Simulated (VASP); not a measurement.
A run of VASP 6.6.1:

Contents of INCAR:

```
SYSTEM = AlAu
  PREC = Accurate
  ENCUT = 500
  EDIFF = 1E-6
  ISMEAR = 0
  SIGMA = 0.15
  LREAL = .FALSE.
  LASPH = .TRUE.
  NELM = 120
  ALGO = Normal
  ISIF = 2
  LWAVE = .FALSE.
  LCHARG = .FALSE.
  GGA = PS
  NBANDS = 14
  GGA_COMPAT = .FALSE.
```

KPOINTS

```
regular mesh
0
G
  7 7 7
  0 0 0
```

File POSCAR:

```
AlAu
1.0
    3.1725720218      0.0000000000      0.0000000000
    0.0000000000      3.1725720218      0.0000000000
    0.0000000000      0.0000000000      3.1725720218
Al Au
1 1
Direct
    0.0000000000      0.0000000000      0.0000000000
    0.5000000000      0.5000000000      0.5000000000
```

Potentials or basis: VASP PAW PBE potentials, release 64 (Al, Au).

Run with:

```sh
$ cat potpaw_PBE.64/Al/POTCAR potpaw_PBE.64/Au/POTCAR > POTCAR
$ mpirun -np 1 vasp_std > vasp.out
```

Hardware: 1 thread of Intel Xeon 8259CL (shared host).

How long does it take, and how much memory?

Run time: 6.3 s on 1 thread of Intel Xeon 8259CL, with other jobs on the host, peak memory 0.14 GiB. Counts: scf iterations 11, k points 20.
